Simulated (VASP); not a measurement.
SnSe2: single point with PBE

The system is SnSe2.

```xyz
3
Lattice="3.8110 0.0000 0.0000 -1.9055 3.3004 0.0000 0.0000 0.0000 6.1360" Properties=species:S:1:pos:R:3 pbc="T T T"
Sn    0.0000    0.0000    0.0000
Se    1.9055    1.1001    4.6081
Se    0.0000    2.2003    1.5279
```

- Program: VASP 6.6.1
- Task: single point
- Functional: PBE
- Potentials or basis: VASP PAW PBE potentials, release 64 (Sn_d, Se)
- Cutoff: 500 eV
- k mesh: 7 × 7 × 4
- Occupations: fermi-dirac, width 0.1 eV
- Spin: no spin polarisation

The pressure is 5.6 GPa and the largest force is 0.804 eV/Å. The band gap on the k mesh is 0.81 eV, indirect (least direct gap 1.09 eV).

Forces in eV/Å, atoms in the order of the input:
```
Sn   0.000  0.000  0.000
Se   0.000  0.000 -0.804
Se   0.000  0.000  0.804
```

Stress tensor (GPa, compression positive):
```
5.16 0.00 0.00
0.00 5.16 0.00
0.00 0.00 6.62
```

Levels at points of the mesh, in eV from the valence-band top:
```
           k point  band 9  band 10  band 11  band 12  band 13  band 14  band 15  band 16  band 17  band 18
(0.00, 0.00, 0.00)   -0.70    -0.70    -0.39    -0.39     0.00     1.09     2.95     4.64     4.64     8.13
(0.00, 0.00, 0.50)   -2.04    -0.79    -0.79    -0.24    -0.24     2.45     2.92     4.37     4.37     8.17
```

It took 54 s on 1 thread of Intel Xeon 8259CL, on a shared host, peak memory 0.2 GiB.

Caveat: spin-orbit coupling is left out, which moves the levels of the heavy elements; this functional lacks dispersion, which binds the layers, so the pressure and a relaxed spacing across them are unreliable. A k mesh can miss the band edges.
